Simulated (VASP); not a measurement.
# Al (P2_1) in VASP: a series of runs

The runs below take Al through single point, with PBE+D3(BJ).

Everything below comes from runs of VASP 6.6.1. Logs are shortened: lines on timing, memory, paths and dates and some standing lists are left out, and cuts for length are marked.

## (1) The cell of the first run

The structure is monoclinic, space group P2_1 (No. 4). The conventional cell has a = 2.814 Å, b = 9.241 Å, c = 2.814 Å, α = 90.00°, β = 120.00°, γ = 90.00°. Al (site symmetry 1) has 12 Al at 2.58 to 3.12 Å within 3.4 Å. Al (site symmetry 1) has 12 Al at 2.58 to 3.12 Å within 3.4 Å.

## (2) Single point, PBE+D3(BJ) (atoms displaced along several vibrational modes)

INCAR reads:

```
PREC = Accurate
ENCUT = 520
EDIFF = 1E-7
ISMEAR = 0
SIGMA = 0.15
LREAL = False
LASPH = True
NELM = 100
ALGO = Fast
ISIF = 2
LWAVE = False
LCHARG = False
GGA = PE
IVDW = 12
NBANDS = 14
```

KPOINTS reads:

```
regular mesh
0
Gamma
  18 18 4
```

POSCAR reads:

```
Al
1.0
    2.8144222649      0.0000000000      0.0000000000
   -1.4072111325      2.4373611784      0.0000000000
    0.0000000000      0.0000000000      9.2410470711
Al
4
Direct
   -0.1928785803     -0.0622804701      0.0000000000
    0.3333333333      0.6666666667      0.2500000000
    0.1928785803      0.0622804701      0.5000000000
    0.6666666667      0.3333333333      0.7500000000
```

Potentials or basis: VASP PAW PBE potentials, release 64 (Al).

Run with:

```console
$ cat potpaw_PBE.64/Al/POTCAR > POTCAR
$ mpirun -np 1 vasp_std > vasp.out
```

OUTCAR:

```text
PREC = Accurate
   ENCUT = 520
   EDIFF = 1E-7
   ISMEAR = 0
   LREAL = False
   LASPH = True
   NELM = 100
   ISIF = 2
   GGA = PE
   IVDW = 12
 IVDW          = 12

 ion  position               nearest neighbor table
   1  0.807  0.938  0.000-   2 2.58   4 2.68   4 2.78   2 2.95   2 3.04   4 3.12
   2  0.333  0.667  0.250-   1 2.58   3 2.68   3 2.78   1 2.95   1 3.04   3 3.12
   3  0.193  0.062  0.500-   4 2.58   2 2.68   2 2.78   4 2.95   4 3.04   2 3.12
   4  0.667  0.333  0.750-   3 2.58   1 2.68   1 2.78   3 2.95   3 3.04   1 3.12

  LATTYP: Found a hexagonal cell.
 ALAT       =     2.8144222649
 C/A-ratio  =     3.2834614714

  Lattice vectors:

 A1 = (   2.8144222649,   0.0000000000,   0.0000000000)
 A2 = (  -1.4072111325,   2.4373611784,   0.0000000000)
 A3 = (   0.0000000000,   0.0000000000,   9.2410470711)

Analysis of symmetry for initial positions (statically):
=====================================================================
 Subroutine PRICEL returns:
 Original cell was already a primitive cell.

 Routine SETGRP: Setting up the symmetry group for a
 hexagonal supercell.

 Subroutine GETGRP returns: Found  2 space group operations
 (whereof  1 operations were pure point group operations)
 out of a pool of 24 trial point group operations.

The static configuration has the point symmetry C_1 .
 The point group associated with its full space group is C_2 .

Analysis of symmetry for dynamics (positions and initial velocities):
=====================================================================
 Subroutine PRICEL returns:
 Original cell was already a primitive cell.

 Routine SETGRP: Setting up the symmetry group for a
 hexagonal supercell.

 Subroutine GETGRP returns: Found  2 space group operations
 (whereof  1 operations were pure point group operations)
 out of a pool of 24 trial point group operations.

The dynamic configuration has the point symmetry C_1 .
 The point group associated with its full space group is C_2 .

 Subroutine INISYM returns: Found  2 space group operations
 (whereof  1 operations are pure point group operations),
 and found     1 'primitive' translations

----------------------------------------------------------------------------------------

                                     Primitive cell

  volume of cell :      63.3914

  direct lattice vectors                    reciprocal lattice vectors
     2.814422265  0.000000000  0.000000000     0.355312709  0.205139888  0.000000000
    -1.407211133  2.437361178  0.000000000     0.000000000  0.410279777  0.000000000
     0.000000000  0.000000000  9.241047071     0.000000000  0.000000000  0.108212846

  length of vectors
     2.814422265  2.814422265  9.241047071     0.410279777  0.410279777  0.108212846

  position of ions in fractional coordinates (direct lattice)
     0.807121420  0.937719530  0.000000000
     0.333333333  0.666666667  0.250000000
     0.192878580  0.062280470  0.500000000
     0.666666667  0.333333333  0.750000000

  ion indices of the primitive-cell ions
   primitive index   ion index
                 1           1
                 2           2
                 3           3
                 4           4

----------------------------------------------------------------------------------------

 KPOINTS: regular mesh

Automatic generation of k-mesh.
 Grid dimensions read from file:
 generate k-points for:   18   18    4

 Generating k-lattice:

  Cartesian coordinates                     Fractional coordinates (reciprocal lattice)
     0.019739595  0.011396660  0.000000000     0.055555556  0.000000000  0.000000000
     0.000000000  0.022793321  0.000000000     0.000000000  0.055555556  0.000000000
     0.000000000  0.000000000  0.027053211     0.000000000  0.000000000  0.250000000

  Length of vectors
     0.022793321  0.022793321  0.027053211

  Shift w.r.t. Gamma in fractional coordinates (k-lattice)
     0.000000000  0.000000000  0.000000000

 Subroutine IBZKPT returns following result:
 ===========================================

 Found    492 irreducible k-points:

 Following reciprocal coordinates:
            Coordinates               Weight
  0.000000  0.000000  0.000000      1.000000
  0.055556  0.000000  0.000000      2.000000
  0.000000  0.055556  0.000000      2.000000
 -0.055556  0.055556  0.000000      2.000000
  0.111111  0.000000  0.000000      2.000000
  0.000000  0.111111  0.000000      2.000000
[... 16 lines left out ...]
  0.444444  0.000000  0.000000      2.000000
  0.000000  0.444444  0.000000      2.000000
 [... further k-points ...]
   k-points           NKPTS =    492   k-points in BZ     NKDIM =    492   number of bands    NBANDS=     14
   number of dos      NEDOS =    301   number of ions     NIONS =      4
   total plane-waves  NPLWV =  40320
   dimension x,y,z NGX =    24 NGY =   24 NGZ =   70
   dimension x,y,z NGXF=    48 NGYF=   48 NGZF=  140
   ions per type =               4
   NGX,Y,Z   is equivalent  to a cutoff of  14.18, 14.18, 12.59 a.u.
   NGXF,Y,Z  is equivalent  to a cutoff of  28.35, 28.35, 25.19 a.u.
 SYSTEM =  unknown system
   PREC   = accura    normal or accurate (medium, high low for compatibility)
   ISTART =      0    job   : 0-new  1-cont  2-samecut
   ICHARG =      2    charge: 1-file 2-atom 10-const
   ISPIN  =      1    spin polarized calculation?
   LNONCOLLINEAR =      F non collinear calculations
   LSORBIT =      F    spin-orbit coupling
   LASPH  =      T    aspherical Exc in radial PAW
   ENCUT  =  520.0 eV  38.22 Ry    6.18 a.u.   5.23  5.23 17.18*2*pi/ulx,y,z
   NELM   =    100;   NELMIN=  2; NELMDL= -5     # of ELM steps
   EDIFF  = 0.1E-06   stopping-criterion for ELM
   LREAL  =      F    real-space projection
   EDIFFG = 0.1E-05   stopping-criterion for IOM
   NSW    =      0    number of steps for IOM
   IBRION =     -1    ionic relax: 0-MD 1-quasi-New 2-CG
   NFREE  =      0    steps in history (QN), initial steepest desc. (CG)
   ISIF   =      2    stress and relaxation
   ISYM   =      2    0-nonsym 1-usesym 2-fastsym
   POTIM  = 0.5000    time-step for ionic-motion
   TEBEG  =    0.0;   TEEND  =   0.0 temperature during run
   PSTRESS=    0.0 pullay stress
   NELECT =      12.0000    total number of electrons
   NUPDOWN=      -1.0000    fix difference up-down
   EMIN   =  10.00;   EMAX   =-10.00  energy-range for DOS
   EFERMI =   0.00;   METHOD = LEGACY
   ISMEAR =     0;   SIGMA  =   0.15  broadening in eV -4-tet -1-fermi 0-gaus
   EFERMI_NEDOS =   21; number of points for ismear=-14 and -15
   IALGO  =     68    algorithm
   IMIX   =      4    mixing-type and parameters
     AMIX     =   0.40;   BMIX     =  1.00
     AMIX_MAG =   1.60;   BMIX_MAG =  1.00
  volume/ion in A,a.u.               =      15.85       106.95
  Fermi-wavevector in a.u.,A,eV,Ry     =   0.939994  1.776331 12.021957  0.883589
  Thomas-Fermi vector in A             =   2.067362
   LORBIT       =      0    0 simple, 1 ext, 2 COOP (PROOUT), +10 PAW based schemes
   GGA     = PE    functional components
   LHFCALC =     F    Hartree Fock is set to
   AEXX    =    0.0000 exact exchange contribution
   IVDW    =    12    specifies the selected vdW correction
   LEPSILON=     F    determine dielectric tensor
   LRPA    =     F    only Hartree local field effects (RPA)
 non-spin polarized calculation
 RMM-DIIS sequential band-by-band and
 Gauss-broadening in eV      SIGMA  =   0.15
  energy-cutoff  :      520.00
  volume of cell :       63.39
 maximum number of plane-waves:      1724
 NGX is ok and might be reduce to    24
   NGX = 11   NGY = 11   NGZ = 35

 number of electron      12.0000000 magnetization

 Free energy of the ion-electron system (eV)
  ---------------------------------------------------
  ext. energy  EPLUGINS =         0.00000000
  ---------------------------------------------------
  free energy    TOTEN  =       -14.71633776 eV

  energy without entropy =      -14.70011434  energy(sigma->0) =      -14.70822605

 E-fermi :   8.3888     XC(G=0): -10.3379

 val. band max:        8.3857165436   @ k =  -0.1667   0.5000   0.2500
 cond. band min:       8.3909575718   @ k =   0.4444   0.4444   0.2500
 fundamental gap:      0.0052410281
 Fermi energy:         8.3888277273

 k-point     1 :       0.0000    0.0000    0.0000
  band No.  band energies     occupation
      1      -2.9935      2.00000
      2      -1.2751      2.00000
      3      -1.2686      2.00000
      4       3.6180      2.00000
      5       3.9265      2.00000
      6      11.7669      0.00000
      7      11.8087      0.00000
      8      19.5072      0.00000
      9      19.5738      0.00000
     10      19.7898      0.00000
     11      19.9485      0.00000
     12      20.3976      0.00000
     13      20.6696      0.00000
     14      20.7642      0.00000

 k-point     2 :       0.0556    0.0000    0.0000
  band No.  band energies     occupation
      1      -2.9166      2.00000
      2      -1.1992      2.00000
      3      -1.1927      2.00000
      4       3.6887      2.00000
      5       4.0015      2.00000
      6      11.8311      0.00000
      7      11.8612      0.00000
      8      17.9726      0.00000
      9      18.4579      0.00000
     10      19.0863      0.00000
     11      19.2545      0.00000
     12      19.7268      0.00000
     13      19.8834      0.00000
     14      20.0956      0.00000

 k-point     3 :       0.0000    0.0556    0.0000
  band No.  band energies     occupation
      1      -2.9166      2.00000
      2      -1.1992      2.00000
      3      -1.1927      2.00000
      4       3.6888      2.00000
      5       4.0014      2.00000
      6      11.8238      0.00000
      7      11.8718      0.00000
      8      17.8660      0.00000
      9      18.8345      0.00000
     10      19.0544      0.00000
     11      19.2331      0.00000
     12      19.2806      0.00000
     13      19.9400      0.00000
     14      20.2110      0.00000

 k-point     4 :      -0.0556    0.0556    0.0000
  band No.  band energies     occupation
      1      -2.9166      2.00000
      2      -1.1992      2.00000
      3      -1.1927      2.00000
      4       3.6887      2.00000
      5       4.0015      2.00000
      6      11.8208      0.00000
      7      11.8734      0.00000
      8      17.9202      0.00000
      9      18.6555      0.00000
     10      19.1091      0.00000
     11      19.2175      0.00000
     12      19.3476      0.00000
     13      19.9211      0.00000
     14      20.1912      0.00000

 k-point     5 :       0.1111    0.0000    0.0000
  band No.  band energies     occupation
      1      -2.6863      2.00000
      2      -0.9718      2.00000
      3      -0.9654      2.00000
      4       3.9007      2.00000
      5       4.2257      2.00000
      6      11.9959      0.00000
      7      12.0215      0.00000
      8      15.8834      0.00000
      9      17.0657      0.00000
     10      17.1811      0.00000
     11      17.4840      0.00000
[... 276 lines left out ...]
 k-point    22 :      -0.3889    0.3889    0.0000
  band No.  band energies     occupation
      1       0.7217      2.00000
      2       2.3888      2.00000
      3       2.3938      2.00000
      4       5.9186      2.00000
      5       6.8930      2.00000
      6       7.1793      2.00000
      7       7.9244      1.99999
      8       8.2638      1.76158
      9      12.2142      0.00000
     10      12.6055      0.00000
     11      14.3352      0.00000
     12      14.5685      0.00000
     13      15.4594      0.00000
     14      15.9882      0.00000

 k-point    23 :       0.4444    0.0000    0.0000
  band No.  band energies     occupation
      1       1.8392      2.00000
      2       3.4839      2.00000
      3       3.4884      2.00000
      4       4.4790      2.00000
      5       6.0581      2.00000
      6       6.0725      2.00000
      7       8.3007      1.59388
      8       8.8371      0.00002
      9      10.7933      0.00000
     10      11.2200      0.00000
     11      14.3387      0.00000
     12      14.7666      0.00000
     13      15.7533      0.00000
     14      15.8470      0.00000

 k-point    24 :       0.0000    0.4444    0.0000
  band No.  band energies     occupation
      1       1.8370      2.00000
      2       3.4716      2.00000
      3       3.4799      2.00000
      4       4.4616      2.00000
      5       6.1302      2.00000
      6       6.1483      2.00000
      7       8.2280      1.87067
      8       8.8193      0.00005
      9      10.7615      0.00000
     10      11.2465      0.00000
     11      14.3218      0.00000
     12      14.6066      0.00000
     13      16.0723      0.00000
     14      16.0972      0.00000

 [... further k-points ...]

------------------------ aborting loop because EDIFF is reached ----------------------------------------

 Edisp (eV)   -1.40324

 E8    (eV) :    -0.6279

  FORCE on cell =-STRESS in cart. coord.  units (eV):
  Direction    XX          YY          ZZ          XY          YZ          ZX
  --------------------------------------------------------------------------------------
  -------------------------------------------------------------------------------------
  Total       0.08146     0.18217     2.04167    -0.01296     0.00000     0.00000
  in kB       2.05878     4.60421    51.60180    -0.32759     0.00000     0.00000
  external pressure =       19.42 kB  Pullay stress =        0.00 kB

 VOLUME and BASIS-vectors are now :
 -----------------------------------------------------------------------------
  energy-cutoff  :      520.00
  volume of cell :       63.39
      direct lattice vectors                 reciprocal lattice vectors
     2.814422265  0.000000000  0.000000000     0.355312709  0.205139888  0.000000000
    -1.407211133  2.437361178  0.000000000     0.000000000  0.410279777  0.000000000
     0.000000000  0.000000000  9.241047071     0.000000000  0.000000000  0.108212846

 POSITION                                       TOTAL-FORCE (eV/Angst)
 -----------------------------------------------------------------------------------
      0.95201      2.28556      0.00000         0.397720      0.131747     -0.156068
     -0.00000      1.62491      2.31026        -0.168135     -0.236680      0.156068
      0.45520      0.15180      4.62052        -0.397720     -0.131747     -0.156068
      1.40721      0.81245      6.93079         0.168135      0.236680      0.156068
 -----------------------------------------------------------------------------------
    total drift:                                0.000000      0.000000     -0.000002

  FREE ENERGIE OF THE ION-ELECTRON SYSTEM (eV)
  ---------------------------------------------------
  free  energy   TOTEN  =       -16.1195776996 eV

  energy  without entropy=      -16.1033542856  energy(sigma->0) =      -16.11146599
```

Run time: 2.6 min. Hardware: 1 thread of Intel Xeon 6975P-C (Granite Rapids), shared host; peak memory 0.43 GiB.

What came out:

| Property | Result |
| --- | --- |
| Free energy | -16.1196 eV |
| Pressure | 1.9 GPa |
| Largest force | 0.447 eV/Å |
| Band gap on the k mesh | zero (bands 6 and 7 overlap by 5.54 eV) |
| Dispersion energy per atom | -0.351 eV |

Forces in eV/Å, atoms in the order of the input:
```
Al   0.398  0.132 -0.156
Al  -0.168 -0.237  0.156
Al  -0.398 -0.132 -0.156
Al   0.168  0.237  0.156
```

Caveat: the cell differs from its parent crystal (atoms displaced along several vibrational modes).

## (3) Single point, PBE+D3(BJ) (atoms displaced along several vibrational modes)

INCAR reads:

```
SYSTEM = Al
PREC = Accurate
ENCUT = 520
EDIFF = 1E-7
ISMEAR = 0
SIGMA = 0.15
LREAL = .False.
LASPH = .True.
NELM = 80
ALGO = Fast
ISIF = 2
LWAVE = .False.
LCHARG = .False.
GGA = PE
IVDW = 12
NBANDS = 14
```

KPOINTS reads:

```
regular mesh
0
Gamma
  18 18 4
  0 0 0
```

POSCAR reads:

```
Al
1.0
    2.8144222649      0.0000000000      0.0000000000
   -1.4072111325      2.4373611784      0.0000000000
    0.0000000000      0.0000000000      9.2410470711
Al
4
Direct
   -0.0850767043     -0.0622804701      0.0000000000
    0.3333333333      0.6666666667      0.2500000000
    0.0850767043      0.0622804701      0.5000000000
    0.6666666667      0.3333333333      0.7500000000
```

Potentials or basis: VASP PAW PBE potentials, release 64 (Al).

Run with:

```console
$ cat potpaw_PBE.64/Al/POTCAR > POTCAR
$ mpirun -np 1 vasp_std > vasp.out
```

Run time: 2.5 min. Hardware: 1 thread of Intel Xeon 6975P-C (Granite Rapids), shared host; peak memory 0.43 GiB.

Results (log left out):

| Item | Value |
| --- | --- |
| Free energy | -16.2777 eV |
| Pressure | 0.4 GPa |
| Largest force | 0.179 eV/Å |
| Band gap on the k mesh | zero (bands 6 and 7 overlap by 5.53 eV) |
| Dispersion energy per atom | -0.351 eV |

Forces on the atoms (eV/Å):
```
Al   0.126  0.126 -0.013
Al  -0.064  0.000  0.013
Al  -0.126 -0.126 -0.013
Al   0.064  0.000  0.013
```

Stress tensor (GPa, compression positive):
```
 0.00 -0.01  0.00
-0.01  0.00  0.00
 0.00  0.00  1.24
```

Levels at points of the mesh, in eV from the Fermi level:
```tsv
k point	band 3	band 4	band 5	band 6	band 7	band 8	band 9	band 10
(0.00, 0.00, 0.00)	-9.66	-4.76	-4.47	3.44	3.45	11.12	11.20	11.22
(0.50, 0.00, 0.00)	-3.96	-3.92	-3.36	-3.31	0.93	1.21	1.44	1.67
(0.00, 0.50, 0.00)	-3.97	-3.93	-3.34	-3.29	0.88	1.24	1.41	1.69
(0.50, 0.50, 0.00)	-3.99	-3.94	-3.33	-3.27	0.84	1.27	1.38	1.72
(0.00, 0.00, 0.50)	-7.54	-7.54	-0.93	-0.93	8.36	8.36	11.45	11.45
(0.50, 0.00, 0.50)	-4.87	-4.87	-1.93	-1.93	-1.13	-1.13	4.61	4.61
(0.00, 0.50, 0.50)	-4.86	-4.86	-1.91	-1.91	-1.15	-1.15	4.61	4.61
(0.50, 0.50, 0.50)	-4.86	-4.86	-1.88	-1.88	-1.18	-1.18	4.63	4.63
```

Caveat: the cell differs from its parent crystal (atoms displaced along several vibrational modes).

(Continued in part 2 of 2.)

The gap in the log of VASP goes by the Fermi energy; the results here count the filled bands.